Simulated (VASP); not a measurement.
Here is a VASP 6.6.1 calculation.

The input INCAR:

```
PREC = Accurate
ENCUT = 600
EDIFF = 1E-7
ISMEAR = 0
SIGMA = 0.01
LREAL = F
LASPH = T
NELM = 120
ALGO = Normal
ISIF = 3
LWAVE = F
LCHARG = F
GGA = PS
IBRION = 2
NSW = 80
EDIFFG = -0.01
GGA_COMPAT = F
NELMIN = 4
```

KPOINTS

```
Automatic mesh
0
Gamma
  6 6 6
```

File POSCAR:

```
BaTiO3
1.0
    3.9855000000      0.0000000000      0.0000000000
    0.0000000000      2.8369000000     -2.8451500000
    0.0000000000      2.8369000000      2.8451500000
Ba Ti O
1 1 3
Direct
    0.0000000000      0.0000000000      0.0000000000
    0.5000000000      0.4876000000      0.5124000000
    0.0000000000      0.5126000000      0.4874000000
    0.5000000000      0.0081600000      0.5052400000
    0.5000000000      0.4947600000      0.9918400000
```

Potentials or basis: VASP PAW PBE potentials, release 64 (Ba_sv, Ti_sv, O).

The run is started by

```bash
$ cat potpaw_PBE.64/Ba_sv/POTCAR potpaw_PBE.64/Ti_sv/POTCAR potpaw_PBE.64/O/POTCAR > POTCAR
$ mpirun -np 1 vasp_std > vasp.out
```

Q: Estimate the space group after relaxing (to 0.1 Å).

A: Amm2 (No. 38).

Q: Predict the band gap on the k mesh.

A: 2.10 eV (least direct gap 2.48 eV).

Forces on the atoms (eV/Å):
```
Ba   0.000  0.000  0.009
Ti   0.000  0.000 -0.008
O    0.000  0.000 -0.005
O    0.000  0.009  0.002
O    0.000 -0.009  0.002
```

Caveat: the PAW data sets were made with another functional, which shifts forces and pressure a little; spin-orbit coupling is left out, which moves the levels of the heavy elements. Expect the measured gap to be larger: semilocal functionals such as PBEsol lack the derivative discontinuity.
